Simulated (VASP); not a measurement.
# MgS (I-4m2) in VASP: single point with PBE

Aim: the single point of MgS with PBE.

Everything below comes from runs of VASP 6.6.1. Logs are shortened: lines on timing, memory, paths and dates and some standing lists are left out, and cuts for length are marked.

## Step 1: The cell of the first run

Symmetry: I-4m2, No. 119, tetragonal system. The conventional cell has a = 3.803 Å, b = 3.803 Å, c = 6.018 Å, α = 90.00°, β = 90.00°, γ = 90.00°. Mg (site symmetry -4m2) has 4 S at 2.42 Å within 3.2 Å. S (site symmetry -4m2) has 4 Mg at 2.42 Å within 3.2 Å.

## Step 2: Single point, PBE (epitaxial xy strain -5.0%)

File INCAR:

```
  ALGO = Normal
  EDIFF = 1E-6
  ENCUT = 520
  GGA = PE
  ISIF = 2
  ISMEAR = 0
  LASPH = True
  LCHARG = False
  LREAL = False
  LWAVE = False
  NBANDS = 11
  NELM = 60
  PREC = Accurate
  SIGMA = 0.01
```

File KPOINTS:

```
k-points
0
Gamma
  4 4 4
```

File POSCAR:

```
MgS
1.0
    0.0000000000      2.6893329990      3.0092187958
    2.6893329990      0.0000000000      3.0092187958
    2.6893329990      2.6893329990      0.0000000000
Mg S
1 1
Direct
    0.0000000000      0.0000000000      0.0000000000
    0.2500000000      0.2500000000      0.2500000000
```

Potentials or basis: VASP PAW PBE potentials, release 64 (Mg, S).

On the command line:

```console
$ cat potpaw_PBE.64/Mg/POTCAR potpaw_PBE.64/S/POTCAR > POTCAR
$ mpirun -np 1 vasp_std > vasp.out
```

OUTCAR:

```text
EDIFF = 1E-6
   ENCUT = 520
   GGA = PE
   ISIF = 2
   ISMEAR = 0
   LASPH = True
   LREAL = False
   NELM = 60
   PREC = Accurate

 ion  position               nearest neighbor table
   1  0.000  0.000  0.000-   2 2.42   2 2.42   2 2.42   2 2.42
   2  0.250  0.250  0.250-   1 2.42   1 2.42   1 2.42   1 2.42

  LATTYP: Found a body centered tetragonal cell.
 ALAT       =     3.8032912009
 C/A-ratio  =     1.5824288159

  Lattice vectors:

 A1 = (  -2.6893329990,   0.0000000000,   3.0092187958)
 A2 = (   2.6893329990,   0.0000000000,   3.0092187958)
 A3 = (   0.0000000000,   2.6893329990,  -3.0092187958)

Analysis of symmetry for initial positions (statically):
=====================================================================
 Subroutine PRICEL returns:
 Original cell was already a primitive cell.

 Routine SETGRP: Setting up the symmetry group for a
 body centered tetragonal supercell.

 Subroutine GETGRP returns: Found  8 space group operations
 (whereof  8 operations were pure point group operations)
 out of a pool of 16 trial point group operations.

The static configuration has the point symmetry D_2d.

Analysis of symmetry for dynamics (positions and initial velocities):
=====================================================================
 Subroutine PRICEL returns:
 Original cell was already a primitive cell.

 Routine SETGRP: Setting up the symmetry group for a
 body centered tetragonal supercell.

 Subroutine GETGRP returns: Found  8 space group operations
 (whereof  8 operations were pure point group operations)
 out of a pool of 16 trial point group operations.

The dynamic configuration has the point symmetry D_2d.

 Subroutine INISYM returns: Found  8 space group operations
 (whereof  8 operations are pure point group operations),
 and found     1 'primitive' translations

----------------------------------------------------------------------------------------

                                     Primitive cell

  volume of cell :      43.5284

  direct lattice vectors                    reciprocal lattice vectors
     0.000000000  2.689332999  3.009218796    -0.185919706  0.185919706  0.166156080
     2.689332999  0.000000000  3.009218796     0.185919706 -0.185919706  0.166156080
     2.689332999  2.689332999  0.000000000     0.185919706  0.185919706 -0.166156080

  length of vectors
     4.035828260  4.035828260  3.803291201     0.311030733  0.311030733  0.311030733

  position of ions in fractional coordinates (direct lattice)
     0.000000000  0.000000000  0.000000000
     0.250000000  0.250000000  0.250000000

  ion indices of the primitive-cell ions
   primitive index   ion index
                 1           1
                 2           2

----------------------------------------------------------------------------------------

 KPOINTS: k-points

Automatic generation of k-mesh.
 Grid dimensions read from file:
 generate k-points for:    4    4    4

 Generating k-lattice:

  Cartesian coordinates                     Fractional coordinates (reciprocal lattice)
    -0.046479926  0.046479926  0.041539020     0.250000000  0.000000000  0.000000000
     0.046479926 -0.046479926  0.041539020     0.000000000  0.250000000  0.000000000
     0.046479926  0.046479926 -0.041539020     0.000000000  0.000000000  0.250000000

  Length of vectors
     0.077757683  0.077757683  0.077757683

  Shift w.r.t. Gamma in fractional coordinates (k-lattice)
     0.000000000  0.000000000  0.000000000

 Subroutine IBZKPT returns following result:
 ===========================================

 Found     13 irreducible k-points:

 Following reciprocal coordinates:
            Coordinates               Weight
  0.000000  0.000000  0.000000      1.000000
  0.250000  0.000000  0.000000      8.000000
  0.500000  0.000000  0.000000      4.000000
  0.250000  0.250000  0.000000      2.000000
  0.500000  0.250000  0.000000      8.000000
 -0.250000  0.250000  0.000000      4.000000
  0.500000  0.500000  0.000000      1.000000
  0.250000  0.000000  0.250000      4.000000
  0.500000  0.000000  0.250000     16.000000
 -0.250000  0.000000  0.250000      8.000000
 -0.250000  0.500000  0.250000      4.000000
  0.500000  0.000000  0.500000      2.000000
 -0.250000  0.250000  0.500000      2.000000
   k-points           NKPTS =     13   k-points in BZ     NKDIM =     13   number of bands    NBANDS=     11
   number of dos      NEDOS =    301   number of ions     NIONS =      2
   total plane-waves  NPLWV =  25200
   dimension x,y,z NGX =    30 NGY =   30 NGZ =   28
   dimension x,y,z NGXF=    60 NGYF=   60 NGZF=   56
   ions per type =               1   1
   NGX,Y,Z   is equivalent  to a cutoff of  12.36, 12.36, 12.24 a.u.
   NGXF,Y,Z  is equivalent  to a cutoff of  24.72, 24.72, 24.48 a.u.
 SYSTEM =  unknown system
   PREC   = accura    normal or accurate (medium, high low for compatibility)
   ISTART =      0    job   : 0-new  1-cont  2-samecut
   ICHARG =      2    charge: 1-file 2-atom 10-const
   ISPIN  =      1    spin polarized calculation?
   LNONCOLLINEAR =      F non collinear calculations
   LSORBIT =      F    spin-orbit coupling
   LASPH  =      T    aspherical Exc in radial PAW
   ENCUT  =  520.0 eV  38.22 Ry    6.18 a.u.   7.50  7.50  7.07*2*pi/ulx,y,z
   NELM   =     60;   NELMIN=  2; NELMDL= -5     # of ELM steps
   EDIFF  = 0.1E-05   stopping-criterion for ELM
   LREAL  =      F    real-space projection
   EDIFFG = 0.1E-04   stopping-criterion for IOM
   NSW    =      0    number of steps for IOM
   IBRION =     -1    ionic relax: 0-MD 1-quasi-New 2-CG
   NFREE  =      0    steps in history (QN), initial steepest desc. (CG)
   ISIF   =      2    stress and relaxation
   ISYM   =      2    0-nonsym 1-usesym 2-fastsym
   POTIM  = 0.5000    time-step for ionic-motion
   TEBEG  =    0.0;   TEEND  =   0.0 temperature during run
   PSTRESS=    0.0 pullay stress
   NELECT =       8.0000    total number of electrons
   NUPDOWN=      -1.0000    fix difference up-down
   EMIN   =  10.00;   EMAX   =-10.00  energy-range for DOS
   EFERMI =   0.00;   METHOD = LEGACY
   ISMEAR =     0;   SIGMA  =   0.01  broadening in eV -4-tet -1-fermi 0-gaus
   EFERMI_NEDOS =   21; number of points for ismear=-14 and -15
   IALGO  =     38    algorithm
   IMIX   =      4    mixing-type and parameters
     AMIX     =   0.40;   BMIX     =  1.00
     AMIX_MAG =   1.60;   BMIX_MAG =  1.00
  volume/ion in A,a.u.               =      21.76       146.87
  Fermi-wavevector in a.u.,A,eV,Ry     =   0.930780  1.758920 11.787434  0.866352
  Thomas-Fermi vector in A             =   2.057205
   LORBIT       =      0    0 simple, 1 ext, 2 COOP (PROOUT), +10 PAW based schemes
   GGA     = PE    functional components
   LHFCALC =     F    Hartree Fock is set to
   AEXX    =    0.0000 exact exchange contribution
   IVDW    =     0    specifies the selected vdW correction
   LEPSILON=     F    determine dielectric tensor
   LRPA    =     F    only Hartree local field effects (RPA)
 non-spin polarized calculation
 Gauss-broadening in eV      SIGMA  =   0.01
  energy-cutoff  :      520.00
  volume of cell :       43.53
 maximum number of plane-waves:      1195
 NGX is ok and might be reduce to    30
   NGX = 15   NGY = 15   NGZ = 15

 number of electron       8.0000000 magnetization

 Free energy of the ion-electron system (eV)
  ---------------------------------------------------
  ext. energy  EPLUGINS =         0.00000000
  ---------------------------------------------------
  free energy    TOTEN  =        -8.40037669 eV

  energy without entropy =       -8.40037669  energy(sigma->0) =       -8.40037669

 E-fermi :   1.5804     XC(G=0):  -8.5553

 val. band max:        1.4992699019   @ k =   0.0000   0.0000   0.0000
 cond. band min:       4.9597853694   @ k =   0.0000   0.0000   0.0000
 fundamental gap:      3.4605154675
 Fermi energy:         1.5804145177

 k-point     1 :       0.0000    0.0000    0.0000
  band No.  band energies     occupation
      1     -10.0449      2.00000
      2       1.1209      2.00000
      3       1.4993      2.00000
      4       1.4993      2.00000
      5       4.9598      0.00000
      6       9.3776      0.00000
      7       9.4966      0.00000
      8       9.4966      0.00000
      9      11.1695      0.00000
     10      13.2725      0.00000
     11      13.8352      0.00000

 k-point     2 :       0.2500    0.0000    0.0000
  band No.  band energies     occupation
      1      -9.7000      2.00000
      2      -0.5621      2.00000
      3       0.9571      2.00000
      4       1.4168      2.00000
      5       6.4442      0.00000
      6       8.8964      0.00000
      7       9.6273      0.00000
      8      10.0070      0.00000
      9      11.6822      0.00000
     10      12.1534      0.00000
     11      14.0764      0.00000

 k-point     3 :       0.5000    0.0000    0.0000
  band No.  band energies     occupation
      1      -9.2901      2.00000
      2      -1.9090      2.00000
      3       0.7053      2.00000
      4       1.3462      2.00000
      5       6.3842      0.00000
      6       8.7940      0.00000
      7       9.6298      0.00000
      8      10.1994      0.00000
      9      14.2534      0.00000
     10      14.3367      0.00000
     11      14.9304      0.00000

 k-point     4 :       0.2500    0.2500    0.0000
  band No.  band energies     occupation
      1      -9.6561      2.00000
      2      -0.6779      2.00000
      3       1.0478      2.00000
      4       1.0478      2.00000
      5       6.5234      0.00000
      6       8.2999      0.00000
      7       9.1054      0.00000
      8      11.0982      0.00000
      9      11.0982      0.00000
     10      14.1655      0.00000
     11      17.3787      0.00000

 k-point     5 :       0.5000    0.2500    0.0000
  band No.  band energies     occupation
      1      -9.2489      2.00000
      2      -1.4905      2.00000
      3      -0.1171      2.00000
      4       0.9816      2.00000
      5       6.8782      0.00000
      6       8.6443      0.00000
      7       9.8453      0.00000
      8      11.2390      0.00000
      9      13.3054      0.00000
     10      14.6779      0.00000
     11      15.7457      0.00000

 k-point     6 :      -0.2500    0.2500    0.0000
  band No.  band energies     occupation
      1      -9.3015      2.00000
      2      -1.2697      2.00000
      3      -0.3259      2.00000
      4       1.3365      2.00000
      5       8.2519      0.00000
      6       8.3593      0.00000
      7       8.8378      0.00000
      8      10.5564      0.00000
      9      11.6449      0.00000
     10      14.9276      0.00000
     11      15.8369      0.00000

 k-point     7 :       0.5000    0.5000    0.0000
  band No.  band energies     occupation
      1      -9.1939      2.00000
      2      -1.9182      2.00000
      3       0.6721      2.00000
      4       0.6721      2.00000
      5       5.4420      0.00000
      6       7.5845      0.00000
      7      11.9626      0.00000
      8      14.2864      0.00000
      9      14.2864      0.00000
     10      15.1411      0.00000
     11      15.1411      0.00000

 k-point     8 :       0.2500    0.0000    0.2500
  band No.  band energies     occupation
      1      -9.5525      2.00000
      2      -0.3417      2.00000
      3       0.5881      2.00000
      4       0.7098      2.00000
      5       6.6770      0.00000
      6       7.8337      0.00000
      7      10.3012      0.00000
      8      10.3449      0.00000
      9      11.5132      0.00000
     10      12.6817      0.00000
     11      16.3822      0.00000

 k-point     9 :       0.5000    0.0000    0.2500
  band No.  band energies     occupation
      1      -9.1426      2.00000
      2      -1.3696      2.00000
      3       0.0316      2.00000
      4       0.4779      2.00000
      5       6.4936      0.00000
      6       8.1684      0.00000
      7       9.9364      0.00000
      8      10.9228      0.00000
      9      13.3114      0.00000
     10      14.6761      0.00000
     11      16.2091      0.00000

 k-point    10 :      -0.2500    0.0000    0.2500
  band No.  band energies     occupation
      1      -9.3188      2.00000
      2      -1.1114      2.00000
      3       0.0244      2.00000
      4       0.8303      2.00000
      5       7.4942      0.00000
      6       8.2784      0.00000
      7       9.6091      0.00000
      8      10.3864      0.00000
      9      11.5522      0.00000
     10      14.5397      0.00000
     11      15.5360      0.00000

 k-point    11 :      -0.2500    0.5000    0.2500
  band No.  band energies     occupation
      1      -9.0733      2.00000
      2      -1.1515      2.00000
      3      -0.4501      2.00000
      4      -0.0196      2.00000
      5       7.1743      0.00000
      6       9.1677      0.00000
      7      10.2871      0.00000
      8      10.5949      0.00000
      9      13.9526      0.00000
     10      14.7689      0.00000
     11      15.1571      0.00000

 k-point    12 :       0.5000    0.0000    0.5000
  band No.  band energies     occupation
      1      -8.9773      2.00000
      2      -1.3905      2.00000
      3       0.0898      2.00000
      4       0.1398      2.00000
      5       5.1299      0.00000
      6       6.8010      0.00000
      7      12.6321      0.00000
      8      13.1671      0.00000
      9      14.2624      0.00000
     10      14.6299      0.00000
     11      15.3149      0.00000

 k-point    13 :      -0.2500    0.2500    0.5000
  band No.  band energies     occupation
      1      -8.9729      2.00000
      2      -0.9484      2.00000
      3      -0.5681      2.00000
      4      -0.0496      2.00000
      5       6.4826      0.00000
      6       9.1228      0.00000
      7       9.1411      0.00000
      8       9.1922      0.00000
      9      15.0381      0.00000
     10      16.2176      0.00000
     11      16.4684      0.00000

------------------------ aborting loop because EDIFF is reached ----------------------------------------

  FORCE on cell =-STRESS in cart. coord.  units (eV):
  Direction    XX          YY          ZZ          XY          YZ          ZX
  --------------------------------------------------------------------------------------
  -------------------------------------------------------------------------------------
  Total        1.1987648      1.1987648      0.3171509      0.0000000      0.0000000      0.0000000
  in kB       44.1236721     44.1236721     11.6735676      0.0000000      0.0000000      0.0000000
  external PRESSURE =      33.3069706 kB  Pullay stress =       0.0000000 kB

 VOLUME and BASIS-vectors are now :
 -----------------------------------------------------------------------------
  energy-cutoff  :      520.00
  volume of cell :       43.53
      direct lattice vectors                 reciprocal lattice vectors
     0.000000000  2.689332999  3.009218796    -0.185919706  0.185919706  0.166156080
     2.689332999  0.000000000  3.009218796     0.185919706 -0.185919706  0.166156080
     2.689332999  2.689332999  0.000000000     0.185919706  0.185919706 -0.166156080

 POSITION                                       TOTAL-FORCE (eV/Angst)
 -----------------------------------------------------------------------------------
      0.00000      0.00000      0.00000         0.000000      0.000000     -0.000000
      1.34467      1.34467      1.50461        -0.000000     -0.000000      0.000000
 -----------------------------------------------------------------------------------
    total drift:                               -0.000002     -0.000002     -0.000001

  FREE ENERGIE OF THE ION-ELECTRON SYSTEM (eV)
  ---------------------------------------------------
  free  energy   TOTEN  =        -8.4003766870 eV

  energy  without entropy=       -8.4003766870  energy(sigma->0) =       -8.40037669
```

Wall time 5.3 s (1 thread of AMD EPYC 7R13 (Zen 3), shared host); peak memory 0.13 GiB.

What came out:

- Free energy: -8.4004 eV
- Pressure: 3.3 GPa
- Band gap on the k mesh: 3.46 eV

Levels at points of the mesh, in eV from the valence-band top:
```tsv
k point	band 1	band 2	band 3	band 4	band 5	band 6	band 7	band 8	band 9
(0.00, 0.00, 0.00)	-11.54	-0.38	0.00	0.00	3.46	7.88	8.00	8.00	9.67
(0.50, 0.00, 0.00)	-10.79	-3.41	-0.79	-0.15	4.88	7.29	8.13	8.70	12.75
(0.50, 0.50, 0.00)	-10.69	-3.42	-0.83	-0.83	3.94	6.09	10.46	12.79	12.79
(0.50, 0.00, 0.50)	-10.48	-2.89	-1.41	-1.36	3.63	5.30	11.13	11.67	12.76
```

Caveat: the k points lie up to 0.49 Å⁻¹ apart; the cell differs from its parent crystal (epitaxial xy strain -5.0%).
